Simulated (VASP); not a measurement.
Write the native input for VASP 6.6.1 that does the following.

```
Task                   : single point
Functional             : PBEsol
Potentials or basis    : VASP PAW PBE potentials, release 64 (Si, Ti_sv)
Cutoff                 : 520 eV
k mesh                 : 8 × 8 × 1
Occupations            : gaussian, width 0.1 eV
Spin                   : no spin polarisation
Dipole correction      : yes
Further INCAR settings : ALGO = Normal; EDIFF = 1e-06; NBANDS = 54
```

The structure of Ti4Si9 lies in POSCAR:

```
Ti4Si9
1.0
    3.5170496026      0.0000000000      0.0000000000
    0.0000000000      3.5556151827      0.0000000000
    0.0000000000      0.0000000000     30.3828910781
Si Ti
9 4
Direct
    0.0000000000      0.2500000000      0.2797627118
    0.5000000000      0.7500000000      0.2800089121
    0.0000000000      0.7500000000      0.3633653497
    0.0000000000      0.2500000000      0.4160734519
    0.5000000000      0.2500000000      0.5000019085
    0.0000000000      0.7500000000      0.5002242452
    0.5000000000      0.7500000000      0.5868129914
    0.5000000000      0.2500000000      0.6454284848
    0.0000000000      0.2500000000      0.7071535170
    0.5000000000      0.2500000000      0.3446952115
    0.5000000000      0.7500000000      0.4347435901
    0.0000000000      0.2500000000      0.5643826153
    0.0000000000      0.7500000000      0.6500371780
```

One way to write it, as run:

INCAR

```
SYSTEM = Ti4Si9
ALGO     = Normal         ! electronic algorithm
DIPOL    = 0.5 0.5 0.483
EDIFF    = 1E-6           ! SCF threshold, eV
ENCUT    = 520            ! plane-wave cutoff, eV
GGA      = PS             ! functional
IDIPOL   = 3            
ISIF     = 2              ! what is computed and relaxed
ISMEAR   = 0              ! smearing method
LASPH    = .TRUE.         ! aspherical terms in the spheres
LCHARG   = .FALSE.        ! write CHGCAR
LDIPOL   = .TRUE.       
LREAL    = .FALSE.        ! projectors in reciprocal space
LWAVE    = .FALSE.        ! write WAVECAR
NBANDS   = 54             ! bands
NELM     = 60             ! most SCF steps
PREC     = Accurate       ! precision mode
SIGMA    = 0.1            ! smearing width, eV
```

KPOINTS

```
k-points
0
G
  8 8 1
  0 0 0
```

Potentials or basis: VASP PAW PBE potentials, release 64 (Si, Ti_sv).

Launch:

```console
$ cat potpaw_PBE.64/Si/POTCAR potpaw_PBE.64/Ti_sv/POTCAR > POTCAR
$ mpirun -np 1 vasp_std > vasp.out
```

Results of the run:

```json
{
  "Largest force": "0.889 eV/Å",
  "Band gap on the k mesh": "zero (bands 42 and 43 overlap by 1.05 eV)"
}
```

Caveat: the PAW data sets were made with another functional, which shifts forces and pressure a little.

Run time: 42 min on 1 thread of Intel Xeon 8259CL, on a shared host, peak memory 0.63 GiB.
